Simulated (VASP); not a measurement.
# Cs2SnI6 (Fm-3m) in VASP: single point with PBE0

Aim: the single point of Cs2SnI6 with PBE0.

All numbers are computed with VASP 6.6.1; they aren't measurements. Logs are shortened: lines on timing, memory, paths and dates and some standing lists are left out, and cuts for length are marked.

### Step 1. The cell of the first run

Symmetry: Fm-3m, No. 225, cubic system. The conventional cell has a = 11.412 Å, b = 11.412 Å, c = 11.412 Å, α = 90.00°, β = 90.00°, γ = 90.00°. Within 5.3 Å of Cs (site symmetry -43m) lie 12 I at 4.04 Å and 4 Sn at 4.94 Å. Within 3.6 Å of Sn (site symmetry m-3m) lie 6 I at 2.74 Å. Within 3.6 Å of I (site symmetry 4mm) lie 1 Sn at 2.74 Å.

### Step 2. Single point, PBE0

The input, POSCAR:

```
Cs2SnI6
1.0
    0.0000000000      5.7059110000      5.7059110000
    5.7059110000      0.0000000000      5.7059110000
    5.7059110000      5.7059110000      0.0000000000
Cs Sn I
2 1 6
Direct
    0.2500000000      0.2500000000      0.2500000000
    0.7500000000      0.7500000000      0.7500000000
    0.0000000000      0.0000000000      0.0000000000
    0.7600000000      0.2400000000      0.2400000000
    0.2400000000      0.7600000000      0.2400000000
    0.2400000000      0.7600000000      0.7600000000
    0.7600000000      0.2400000000      0.7600000000
    0.2400000000      0.2400000000      0.7600000000
    0.7600000000      0.7600000000      0.2400000000
```

The input, INCAR.step1:

```
PREC     = Accurate       # precision mode
ENCUT    = 400            # plane-wave cutoff, eV
EDIFF    = 1E-5           # SCF threshold, eV
ISMEAR   = -1             # smearing method
SIGMA    = 0.1            # smearing width, eV
LREAL    = False          # projectors in reciprocal space
LASPH    = True           # aspherical terms in the spheres
NELM     = 120            # most SCF steps
ALGO     = Normal         # electronic algorithm
ISIF     = 2              # what is computed and relaxed
LWAVE    = True           # write WAVECAR
GGA      = PE             # functional
NBANDS   = 47             # bands
GGA_COMPAT= False
```

The input, INCAR.step2:

```
PREC     = Accurate       # precision mode
ENCUT    = 400            # plane-wave cutoff, eV
EDIFF    = 1E-6           # SCF threshold, eV
ISMEAR   = -1             # smearing method
SIGMA    = 0.1            # smearing width, eV
LREAL    = False          # projectors in reciprocal space
LASPH    = True           # aspherical terms in the spheres
NELM     = 120            # most SCF steps
ALGO     = Normal         # electronic algorithm
ISIF     = 2              # what is computed and relaxed
LWAVE    = False          # write WAVECAR
LCHARG   = True           # write CHGCAR
GGA      = PE             # functional
LHFCALC  = True           # exact exchange
AEXX     = 0.25           # exact-exchange fraction
PRECFOCK = Fast         
LELF     = True           # ELF
LVHAR    = True         
ISTART   = 1            
NBANDS   = 47             # bands
GGA_COMPAT= False
```

The input, KPOINTS:

```
Automatic mesh
0
Gamma
  2 2 2
```

Potentials or basis: VASP PAW PBE potentials, release 64 (Cs_sv, Sn_d, I).

Run with:

```
> cat potpaw_PBE.64/Cs_sv/POTCAR potpaw_PBE.64/Sn_d/POTCAR potpaw_PBE.64/I/POTCAR > POTCAR
> cp INCAR.step1 INCAR
> mpirun -np 1 vasp_std > vasp.out
> cp INCAR.step2 INCAR
> mpirun -np 1 vasp_std > vasp.out
```

OUTCAR:

```text
PREC = Accurate
   ENCUT = 400
   EDIFF = 1E-6
   ISMEAR = -1
   LREAL = False
   LASPH = True
   NELM = 120
   ISIF = 2
   GGA = PE
   LHFCALC = True
   AEXX = 0.25
   PRECFOCK = Fast
   ISTART = 1

 ion  position               nearest neighbor table
   1  0.250  0.250  0.250-
   2  0.750  0.750  0.750-
   3  0.000  0.000  0.000-   4 2.74   5 2.74   6 2.74   7 2.74   8 2.74   9 2.74
   4  0.760  0.240  0.240-   3 2.74
   5  0.240  0.760  0.240-   3 2.74
   6  0.240  0.760  0.760-   3 2.74
   7  0.760  0.240  0.760-   3 2.74
   8  0.240  0.240  0.760-   3 2.74
   9  0.760  0.760  0.240-   3 2.74

  LATTYP: Found a face centered cubic cell.
 ALAT       =    11.4118220000

  Lattice vectors:

 A1 = (   0.0000000000,   5.7059110000,   5.7059110000)
 A2 = (   5.7059110000,   0.0000000000,   5.7059110000)
 A3 = (   5.7059110000,   5.7059110000,   0.0000000000)

Analysis of symmetry for initial positions (statically):
=====================================================================
 Subroutine PRICEL returns:
 Original cell was already a primitive cell.

 Routine SETGRP: Setting up the symmetry group for a
 face centered cubic supercell.

 Subroutine GETGRP returns: Found 48 space group operations
 (whereof 48 operations were pure point group operations)
 out of a pool of 48 trial point group operations.

The static configuration has the point symmetry O_h .

Analysis of symmetry for dynamics (positions and initial velocities):
=====================================================================
 Subroutine PRICEL returns:
 Original cell was already a primitive cell.

 Routine SETGRP: Setting up the symmetry group for a
 face centered cubic supercell.

 Subroutine GETGRP returns: Found 48 space group operations
 (whereof 48 operations were pure point group operations)
 out of a pool of 48 trial point group operations.

The dynamic configuration has the point symmetry O_h .

 Subroutine INISYM returns: Found 48 space group operations
 (whereof 48 operations are pure point group operations),
 and found     1 'primitive' translations

----------------------------------------------------------------------------------------

                                     Primitive cell

  volume of cell :     371.5395

  direct lattice vectors                    reciprocal lattice vectors
     0.000000000  5.705911000  5.705911000    -0.087628426  0.087628426  0.087628426
     5.705911000  0.000000000  5.705911000     0.087628426 -0.087628426  0.087628426
     5.705911000  5.705911000  0.000000000     0.087628426  0.087628426 -0.087628426

  length of vectors
     8.069376722  8.069376722  8.069376722     0.151776886  0.151776886  0.151776886

  position of ions in fractional coordinates (direct lattice)
     0.250000000  0.250000000  0.250000000
     0.750000000  0.750000000  0.750000000
     0.000000000  0.000000000  0.000000000
     0.760000000  0.240000000  0.240000000
     0.240000000  0.760000000  0.240000000
     0.240000000  0.760000000  0.760000000
     0.760000000  0.240000000  0.760000000
     0.240000000  0.240000000  0.760000000
     0.760000000  0.760000000  0.240000000

  ion indices of the primitive-cell ions
   primitive index   ion index
                 1           1
                 2           2
                 3           3
                 4           4
                 5           5
                 6           6
                 7           7
                 8           8
                 9           9

----------------------------------------------------------------------------------------

 KPOINTS: Automatic mesh

Automatic generation of k-mesh.
 Grid dimensions read from file:
 generate k-points for:    2    2    2

 Generating k-lattice:

  Cartesian coordinates                     Fractional coordinates (reciprocal lattice)
    -0.043814213  0.043814213  0.043814213     0.500000000  0.000000000  0.000000000
     0.043814213 -0.043814213  0.043814213     0.000000000  0.500000000  0.000000000
     0.043814213  0.043814213 -0.043814213     0.000000000  0.000000000  0.500000000

  Length of vectors
     0.075888443  0.075888443  0.075888443

  Shift w.r.t. Gamma in fractional coordinates (k-lattice)
     0.000000000  0.000000000  0.000000000

 Subroutine IBZKPT returns following result:
 ===========================================

 Found      3 irreducible k-points:

 Following reciprocal coordinates:
            Coordinates               Weight
  0.000000  0.000000  0.000000      1.000000
  0.500000  0.000000  0.000000      4.000000
  0.500000  0.500000  0.000000      3.000000
   k-points           NKPTS =      3   k-points in BZ     NKDIM =      8   number of bands    NBANDS=     47
   number of dos      NEDOS =    301   number of ions     NIONS =      9
   total plane-waves  NPLWV = 157464
   dimension x,y,z NGX =    54 NGY =   54 NGZ =   54
   dimension x,y,z NGXF=   108 NGYF=  108 NGZF=  108
   ions per type =               2   1   6
   NGX,Y,Z   is equivalent  to a cutoff of  11.13, 11.13, 11.13 a.u.
   NGXF,Y,Z  is equivalent  to a cutoff of  22.25, 22.25, 22.25 a.u.
 SYSTEM =  unknown system
   PREC   = accura    normal or accurate (medium, high low for compatibility)
   ISTART =      1    job   : 0-new  1-cont  2-samecut
   ICHARG =      0    charge: 1-file 2-atom 10-const
   ISPIN  =      1    spin polarized calculation?
   LNONCOLLINEAR =      F non collinear calculations
   LSORBIT =      F    spin-orbit coupling
   LASPH  =      T    aspherical Exc in radial PAW
   ENCUT  =  400.0 eV  29.40 Ry    5.42 a.u.  13.16 13.16 13.16*2*pi/ulx,y,z
   NELM   =    120;   NELMIN=  2; NELMDL=  0     # of ELM steps
   EDIFF  = 0.1E-05   stopping-criterion for ELM
   LREAL  =      F    real-space projection
   EDIFFG = 0.1E-04   stopping-criterion for IOM
   NSW    =      0    number of steps for IOM
   IBRION =     -1    ionic relax: 0-MD 1-quasi-New 2-CG
   NFREE  =      0    steps in history (QN), initial steepest desc. (CG)
   ISIF   =      2    stress and relaxation
   ISYM   =      3    0-nonsym 1-usesym 2-fastsym
   POTIM  = 0.5000    time-step for ionic-motion
   TEBEG  =    0.0;   TEEND  =   0.0 temperature during run
   PSTRESS=    0.0 pullay stress
   NELECT =      74.0000    total number of electrons
   NUPDOWN=      -1.0000    fix difference up-down
   EMIN   =  10.00;   EMAX   =-10.00  energy-range for DOS
   EFERMI =   0.00;   METHOD = LEGACY
   ISMEAR =    -1;   SIGMA  =   0.10  broadening in eV -4-tet -1-fermi 0-gaus
   EFERMI_NEDOS =   21; number of points for ismear=-14 and -15
   IALGO  =     38    algorithm
   IMIX   =      1    mixing-type and parameters
     AMIX     =   0.40;   BMIX     =  1.00
     AMIX_MAG =   1.60;   BMIX_MAG =  1.00
  volume/ion in A,a.u.               =      41.28       278.59
  Fermi-wavevector in a.u.,A,eV,Ry     =   0.956057  1.806686 12.436335  0.914045
  Thomas-Fermi vector in A             =   2.084951
   LORBIT       =      0    0 simple, 1 ext, 2 COOP (PROOUT), +10 PAW based schemes
   GGA     = PE    functional components
   LHFCALC =     T    Hartree Fock is set to
   PRECFOCK=fast      Normal, Fast or Accurate (Low or Medium for compatibility)
   ENCUT4O =  -1.0   cutoff for four orbital integrals eV
   NKREDX  =     1    reduce k-point grid by
   NKREDY  =     1    reduce k-point grid by
   NKREDZ  =     1    reduce k-point grid by
   AEXX    =    0.2500 exact exchange contribution
   HFSCREEN=    0.0000 screening length (either q_TF or 0.3 A-1)
   HFSCREENC=   0.0000 screening length for correlation (either q_TF or 0.3 A-1)
   ENCUTFOCK=  -1.0 apply spherical cutoff to Coloumb kernel
   IVDW    =     0    specifies the selected vdW correction
   LEPSILON=     F    determine dielectric tensor
   LRPA    =     F    only Hartree local field effects (RPA)
 non-spin polarized calculation
  energy-cutoff  :      400.00
  volume of cell :      371.54
 maximum number of plane-waves:      6782
 NGX is ok and might be reduce to    54
  NGX = 28; NGY = 28; NGZ = 28

 number of electron      73.9999986 magnetization

 Free energy of the ion-electron system (eV)
  ---------------------------------------------------
  ext. energy  EPLUGINS =         0.00000000
  ---------------------------------------------------
  free energy    TOTEN  =       -30.12157095 eV

  energy without entropy =      -30.12153537  energy(sigma->0) =      -30.12155316

 E-fermi :   2.5165     XC(G=0):  -6.4593

 val. band max:        1.3684908601   @ k =   0.0000   0.0000   0.0000
 cond. band min:       3.4884540729   @ k =   0.0000   0.0000   0.0000
 fundamental gap:      2.1199632129
 Fermi energy:         2.5164942971

 k-point     1 :       0.0000    0.0000    0.0000
  band No.  band energies     occupation
      1     -22.1162      2.00000
      2     -22.1162      2.00000
      3     -21.9969      2.00000
      4     -21.9969      2.00000
      5     -21.9969      2.00000
      6     -20.5541      2.00000
[... 39 lines left out ...]
     46       8.0343      0.00000
     47       8.0343      0.00000

 k-point     2 :       0.5000    0.0000    0.0000
  band No.  band energies     occupation
      1     -22.1162      2.00000
      2     -22.1162      2.00000
      3     -21.9969      2.00000
      4     -21.9969      2.00000
      5     -21.9969      2.00000
      6     -20.5504      2.00000
[... 39 lines left out ...]
     46       8.8896      0.00000
     47       8.8896      0.00000

 k-point     3 :       0.5000    0.5000    0.0000
  band No.  band energies     occupation
      1     -22.1162      2.00000
      2     -22.1162      2.00000
      3     -21.9969      2.00000
      4     -21.9969      2.00000
      5     -21.9969      2.00000
      6     -20.5515      2.00000
[... 39 lines left out ...]
     46       9.3726      0.00000
     47       9.5414      0.00000

------------------------ aborting loop because EDIFF is reached ----------------------------------------

  FORCE on cell =-STRESS in cart. coord.  units (eV):
  Direction    XX          YY          ZZ          XY          YZ          ZX
  --------------------------------------------------------------------------------------
  -------------------------------------------------------------------------------------
  Total        8.6486572      8.6486572      8.6486572      0.0000000     -0.0000000      0.0000000
  in kB       37.2953159     37.2953159     37.2953159      0.0000000     -0.0000000      0.0000000
  external PRESSURE =      37.2953159 kB  Pullay stress =       0.0000000 kB

 VOLUME and BASIS-vectors are now :
 -----------------------------------------------------------------------------
  energy-cutoff  :      400.00
  volume of cell :      371.54
      direct lattice vectors                 reciprocal lattice vectors
     0.000000000  5.705911000  5.705911000    -0.087628426  0.087628426  0.087628426
     5.705911000  0.000000000  5.705911000     0.087628426 -0.087628426  0.087628426
     5.705911000  5.705911000  0.000000000     0.087628426  0.087628426 -0.087628426

 POSITION                                       TOTAL-FORCE (eV/Angst)
 -----------------------------------------------------------------------------------
      2.85296      2.85296      2.85296        -0.000000      0.000000     -0.000000
      8.55887      8.55887      8.55887        -0.000000      0.000000      0.000000
      0.00000      0.00000      0.00000        -0.000000      0.000000      0.000000
      2.73884      5.70591      5.70591         0.999227      0.000000      0.000000
      5.70591      2.73884      5.70591        -0.000000      0.999227      0.000000
      8.67298      5.70591      5.70591        -0.999227      0.000000      0.000000
      5.70591      8.67298      5.70591        -0.000000     -0.999227      0.000000
      5.70591      5.70591      2.73884        -0.000000      0.000000      0.999227
      5.70591      5.70591      8.67298        -0.000000      0.000000     -0.999227
 -----------------------------------------------------------------------------------
    total drift:                                0.000004     -0.000002      0.000001

  FREE ENERGIE OF THE ION-ELECTRON SYSTEM (eV)
  ---------------------------------------------------
  free  energy   TOTEN  =       -30.1215709528 eV

  energy  without entropy=      -30.1215353705  energy(sigma->0) =      -30.12155316
```

Run time: 19 min. Hardware: 1 thread of AMD EPYC 7R43 (Zen 3), shared host; peak memory 0.41 GiB.

What came out:

```
Free energy            : -30.1216 eV
Pressure               : 3.7 GPa
Largest force          : 0.999 eV/Å
Band gap on the k mesh : 2.12 eV
```

Forces on the atoms (eV/Å):
```
Cs   0.000  0.000  0.000
Cs   0.000  0.000  0.000
Sn   0.000  0.000  0.000
I    0.999  0.000  0.000
I    0.000  0.999  0.000
I   -0.999  0.000  0.000
I    0.000 -0.999  0.000
I    0.000  0.000  0.999
I    0.000  0.000 -0.999
```

Levels at points of the mesh, in eV from the valence-band top:
```csv
k point,band 34,band 35,band 36,band 37,band 38,band 39,band 40,band 41
"(0.00, 0.00, 0.00)",-0.55,0.00,0.00,0.00,2.12,5.93,6.06,6.06
"(0.50, 0.00, 0.00)",-0.60,-0.41,-0.27,-0.27,3.20,5.40,6.97,6.98
"(0.50, 0.50, 0.00)",-0.86,-0.86,-0.56,-0.03,3.61,6.69,6.69,6.76
```

Caveat: the k points lie up to 0.48 Å⁻¹ apart; the PAW data sets were made with another functional, which shifts forces and pressure a little; spin-orbit coupling is left out, which moves the levels of the heavy elements.
